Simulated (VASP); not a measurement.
# KF (Fm-3m) in VASP: further runs, part 2 of 2

VASP 6.6.1. The steps go on from the part before.

**3. Single point, LDA**

INCAR

```
PREC = Accurate
ENCUT = 520
EDIFF = 1E-6
ISMEAR = 0
SIGMA = 0.01
LREAL = F
LASPH = T
NELM = 60
ALGO = Normal
ISIF = 2
LWAVE = F
LCHARG = F
GGA = CA
NBANDS = 15
```

KPOINTS

```
regular mesh
0
Gamma
  8 8 8
```

POSCAR

```
KF
1.0
    0.0000000000      2.6589614660      2.6589614660
    2.6589614660      0.0000000000      2.6589614660
    2.6589614660      2.6589614660      0.0000000000
K F
1 1
Direct
    0.0000000000      0.0000000000      0.0000000000
    0.5000000000      0.5000000000      0.5000000000
```

Potentials or basis: VASP PAW LDA potentials, release 64 (K_sv, F).

The run is started by

```bash
$ cat potpaw_LDA.64/K_sv/POTCAR potpaw_LDA.64/F/POTCAR > POTCAR
$ mpirun -np 1 vasp_std > vasp.out
```

OUTCAR:

```text
PREC = Accurate
   ENCUT = 520
   EDIFF = 1E-6
   ISMEAR = 0
   LREAL = F
   LASPH = T
   NELM = 60
   ISIF = 2
   GGA = CA

 ion  position               nearest neighbor table
   1  0.000  0.000  0.000-   2 2.66   2 2.66   2 2.66   2 2.66   2 2.66   2 2.66
   2  0.500  0.500  0.500-   1 2.66   1 2.66   1 2.66   1 2.66   1 2.66   1 2.66

  LATTYP: Found a face centered cubic cell.
 ALAT       =     5.3179229320

  Lattice vectors:

 A1 = (   0.0000000000,   2.6589614660,   2.6589614660)
 A2 = (   2.6589614660,   0.0000000000,   2.6589614660)
 A3 = (   2.6589614660,   2.6589614660,   0.0000000000)

Analysis of symmetry for initial positions (statically):
=====================================================================
 Subroutine PRICEL returns:
 Original cell was already a primitive cell.

 Routine SETGRP: Setting up the symmetry group for a
 face centered cubic supercell.

 Subroutine GETGRP returns: Found 48 space group operations
 (whereof 48 operations were pure point group operations)
 out of a pool of 48 trial point group operations.

The static configuration has the point symmetry O_h .

Analysis of symmetry for dynamics (positions and initial velocities):
=====================================================================
 Subroutine PRICEL returns:
 Original cell was already a primitive cell.

 Routine SETGRP: Setting up the symmetry group for a
 face centered cubic supercell.

 Subroutine GETGRP returns: Found 48 space group operations
 (whereof 48 operations were pure point group operations)
 out of a pool of 48 trial point group operations.

The dynamic configuration has the point symmetry O_h .

 Subroutine INISYM returns: Found 48 space group operations
 (whereof 48 operations are pure point group operations),
 and found     1 'primitive' translations

----------------------------------------------------------------------------------------

                                     Primitive cell

  volume of cell :      37.5981

  direct lattice vectors                    reciprocal lattice vectors
     0.000000000  2.658961466  2.658961466    -0.188043342  0.188043342  0.188043342
     2.658961466  0.000000000  2.658961466     0.188043342 -0.188043342  0.188043342
     2.658961466  2.658961466  0.000000000     0.188043342  0.188043342 -0.188043342

  length of vectors
     3.760339367  3.760339367  3.760339367     0.325700622  0.325700622  0.325700622

  position of ions in fractional coordinates (direct lattice)
     0.000000000  0.000000000  0.000000000
     0.500000000  0.500000000  0.500000000

  ion indices of the primitive-cell ions
   primitive index   ion index
                 1           1
                 2           2

----------------------------------------------------------------------------------------

 KPOINTS: regular mesh

Automatic generation of k-mesh.
 Grid dimensions read from file:
 generate k-points for:    8    8    8

 Generating k-lattice:

  Cartesian coordinates                     Fractional coordinates (reciprocal lattice)
    -0.023505418  0.023505418  0.023505418     0.125000000  0.000000000  0.000000000
     0.023505418 -0.023505418  0.023505418     0.000000000  0.125000000  0.000000000
     0.023505418  0.023505418 -0.023505418     0.000000000  0.000000000  0.125000000

  Length of vectors
     0.040712578  0.040712578  0.040712578

  Shift w.r.t. Gamma in fractional coordinates (k-lattice)
     0.000000000  0.000000000  0.000000000

 Subroutine IBZKPT returns following result:
 ===========================================

 Found     29 irreducible k-points:

 Following reciprocal coordinates:
            Coordinates               Weight
  0.000000  0.000000  0.000000      1.000000
  0.125000  0.000000  0.000000      8.000000
  0.250000  0.000000  0.000000      8.000000
  0.375000  0.000000  0.000000      8.000000
  0.500000  0.000000  0.000000      4.000000
  0.125000  0.125000  0.000000      6.000000
[... 16 lines left out ...]
  0.500000  0.250000  0.125000     48.000000
 -0.375000  0.250000  0.125000     24.000000
 [... further k-points ...]
   k-points           NKPTS =     29   k-points in BZ     NKDIM =     29   number of bands    NBANDS=     15
   number of dos      NEDOS =    301   number of ions     NIONS =      2
   total plane-waves  NPLWV =  21952
   dimension x,y,z NGX =    28 NGY =   28 NGZ =   28
   dimension x,y,z NGXF=    56 NGYF=   56 NGZF=   56
   ions per type =               1   1
   NGX,Y,Z   is equivalent  to a cutoff of  12.38, 12.38, 12.38 a.u.
   NGXF,Y,Z  is equivalent  to a cutoff of  24.76, 24.76, 24.76 a.u.
 SYSTEM =  unknown system
   PREC   = accura    normal or accurate (medium, high low for compatibility)
   ISTART =      0    job   : 0-new  1-cont  2-samecut
   ICHARG =      2    charge: 1-file 2-atom 10-const
   ISPIN  =      1    spin polarized calculation?
   LNONCOLLINEAR =      F non collinear calculations
   LSORBIT =      F    spin-orbit coupling
   LASPH  =      T    aspherical Exc in radial PAW
   ENCUT  =  520.0 eV  38.22 Ry    6.18 a.u.   6.99  6.99  6.99*2*pi/ulx,y,z
   NELM   =     60;   NELMIN=  2; NELMDL= -5     # of ELM steps
   EDIFF  = 0.1E-05   stopping-criterion for ELM
   LREAL  =      F    real-space projection
   EDIFFG = 0.1E-04   stopping-criterion for IOM
   NSW    =      0    number of steps for IOM
   IBRION =     -1    ionic relax: 0-MD 1-quasi-New 2-CG
   NFREE  =      0    steps in history (QN), initial steepest desc. (CG)
   ISIF   =      2    stress and relaxation
   ISYM   =      2    0-nonsym 1-usesym 2-fastsym
   POTIM  = 0.5000    time-step for ionic-motion
   TEBEG  =    0.0;   TEEND  =   0.0 temperature during run
   PSTRESS=    0.0 pullay stress
   NELECT =      16.0000    total number of electrons
   NUPDOWN=      -1.0000    fix difference up-down
   EMIN   =  10.00;   EMAX   =-10.00  energy-range for DOS
   EFERMI =   0.00;   METHOD = LEGACY
   ISMEAR =     0;   SIGMA  =   0.01  broadening in eV -4-tet -1-fermi 0-gaus
   EFERMI_NEDOS =   21; number of points for ismear=-14 and -15
   IALGO  =     38    algorithm
   IMIX   =      4    mixing-type and parameters
     AMIX     =   0.40;   BMIX     =  1.00
     AMIX_MAG =   1.60;   BMIX_MAG =  1.00
  volume/ion in A,a.u.               =      18.80       126.86
  Fermi-wavevector in a.u.,A,eV,Ry     =   1.231382  2.326974 20.630534  1.516302
  Thomas-Fermi vector in A             =   2.366194
   LORBIT       =      0    0 simple, 1 ext, 2 COOP (PROOUT), +10 PAW based schemes
   GGA     = CA    functional components
   LHFCALC =     F    Hartree Fock is set to
   AEXX    =    0.0000 exact exchange contribution
   IVDW    =     0    specifies the selected vdW correction
   LEPSILON=     F    determine dielectric tensor
   LRPA    =     F    only Hartree local field effects (RPA)
 non-spin polarized calculation
 Gauss-broadening in eV      SIGMA  =   0.01
  energy-cutoff  :      520.00
  volume of cell :       37.60
 maximum number of plane-waves:      1036
   NGX = 13   NGY = 13   NGZ = 13

 number of electron      16.0000010 magnetization

 Free energy of the ion-electron system (eV)
  ---------------------------------------------------
  ext. energy  EPLUGINS =         0.00000000
  ---------------------------------------------------
  free energy    TOTEN  =        -9.04455337 eV

  energy without entropy =       -9.04455337  energy(sigma->0) =       -9.04455337

 E-fermi :  -3.0475     XC(G=0):  -9.1900

 val. band max:       -3.1929388595   @ k =   0.0000   0.0000   0.0000
 cond. band min:       2.6724546537   @ k =   0.0000   0.0000   0.0000
 fundamental gap:      5.8653935132
 Fermi energy:        -3.0475003492

 k-point     1 :       0.0000    0.0000    0.0000
  band No.  band energies     occupation
      1     -28.7857      2.00000
      2     -21.4169      2.00000
      3     -12.2465      2.00000
      4     -12.2465      2.00000
      5     -12.2465      2.00000
      6      -3.1929      2.00000
      7      -3.1929      2.00000
      8      -3.1929      2.00000
      9       2.6725      0.00000
     10       7.3600      0.00000
     11       7.3600      0.00000
     12       7.3600      0.00000
     13       9.1135      0.00000
     14       9.1135      0.00000
     15      13.2725      0.00000
[... 397 lines left out ...]
 k-point    24 :      -0.3750    0.2500    0.1250
  band No.  band energies     occupation
      1     -28.6598      2.00000
      2     -21.4970      2.00000
      3     -12.6060      2.00000
      4     -12.4932      2.00000
      5     -12.3263      2.00000
      6      -3.8071      2.00000
      7      -3.4906      2.00000
      8      -3.4622      2.00000
      9       5.9692      0.00000
     10       6.6496      0.00000
     11       8.4292      0.00000
     12       9.5183      0.00000
     13      10.8351      0.00000
     14      11.8544      0.00000
     15      12.0216      0.00000

 [... further k-points ...]
[... 5 lines left out ...]
  --------------------------------------------------------------------------------------
  -------------------------------------------------------------------------------------
  Total       -0.7056764     -0.7056764     -0.7056764      0.0000000     -0.0000000     -0.0000000
  in kB      -30.0711505    -30.0711505    -30.0711505      0.0000000     -0.0000000     -0.0000000
  external PRESSURE =     -30.0711505 kB  Pullay stress =       0.0000000 kB

 VOLUME and BASIS-vectors are now :
 -----------------------------------------------------------------------------
  energy-cutoff  :      520.00
  volume of cell :       37.60
      direct lattice vectors                 reciprocal lattice vectors
     0.000000000  2.658961466  2.658961466    -0.188043342  0.188043342  0.188043342
     2.658961466  0.000000000  2.658961466     0.188043342 -0.188043342  0.188043342
     2.658961466  2.658961466  0.000000000     0.188043342  0.188043342 -0.188043342

 POSITION                                       TOTAL-FORCE (eV/Angst)
 -----------------------------------------------------------------------------------
      0.00000      0.00000      0.00000        -0.000000     -0.000000      0.000000
      2.65896      2.65896      2.65896         0.000000      0.000000     -0.000000
 -----------------------------------------------------------------------------------
    total drift:                                0.000000      0.000000      0.000000

  FREE ENERGIE OF THE ION-ELECTRON SYSTEM (eV)
  ---------------------------------------------------
  free  energy   TOTEN  =        -9.0445533650 eV

  energy  without entropy=       -9.0445533650  energy(sigma->0) =       -9.04455337
```

OSZICAR:

```text
N       E                     dE             d eps       ncg     rms          rms(c)
DAV:   1     0.111409531139E+03    0.11141E+03   -0.80359E+03   870   0.104E+03
DAV:   2    -0.549654238642E+01   -0.11691E+03   -0.10354E+03  1094   0.287E+02
DAV:   3    -0.101149470472E+02   -0.46184E+01   -0.45921E+01  1157   0.511E+01
DAV:   4    -0.102441552546E+02   -0.12921E+00   -0.12920E+00  1148   0.835E+00
DAV:   5    -0.102453316458E+02   -0.11764E-02   -0.11764E-02  1181   0.743E-01    0.610E+00
DAV:   6    -0.912492328744E+01    0.11204E+01   -0.31783E+00   905   0.146E+01    0.414E+00
DAV:   7    -0.907225729957E+01    0.52666E-01   -0.81076E-02  1073   0.220E+00    0.245E+00
DAV:   8    -0.904442676683E+01    0.27831E-01   -0.48444E-02  1087   0.214E+00    0.211E-01
DAV:   9    -0.904440611174E+01    0.20655E-04   -0.28673E-03  1017   0.468E-01    0.973E-02
DAV:  10    -0.904455025778E+01   -0.14415E-03   -0.26180E-04  1088   0.169E-01    0.497E-02
DAV:  11    -0.904455438664E+01   -0.41289E-05   -0.45099E-05  1151   0.761E-02    0.138E-02
DAV:  12    -0.904455324077E+01    0.11459E-05   -0.55425E-06  1089   0.268E-02    0.231E-03
DAV:  13    -0.904455336502E+01   -0.12425E-06   -0.36009E-07   757   0.548E-03
   1 F= -.90445534E+01 E0= -.90445534E+01  d E =-.452423E-96
```

Run time: 14 s. Hardware: 1 thread of Intel Xeon Platinum 8488C (Sapphire Rapids), shared host; peak memory 0.14 GiB.

What came out:

```yaml
Free_energy: -9.0446 eV
Pressure: -3.0 GPa
Band_gap_on_the_k_mesh: 5.87 eV, direct
```

Levels at points of the mesh, in eV from the valence-band top:
```csv
k point,band 5,band 6,band 7,band 8,band 9,band 10,band 11,band 12
"(0.00, 0.00, 0.00)",-9.05,0.00,0.00,0.00,5.87,10.55,10.55,10.55
"(0.50, 0.00, 0.00)",-9.09,-0.86,-0.38,-0.38,8.84,10.32,12.04,12.04
"(0.50, 0.50, 0.00)",-9.29,-0.21,-0.05,-0.05,7.91,10.20,11.51,13.66
```
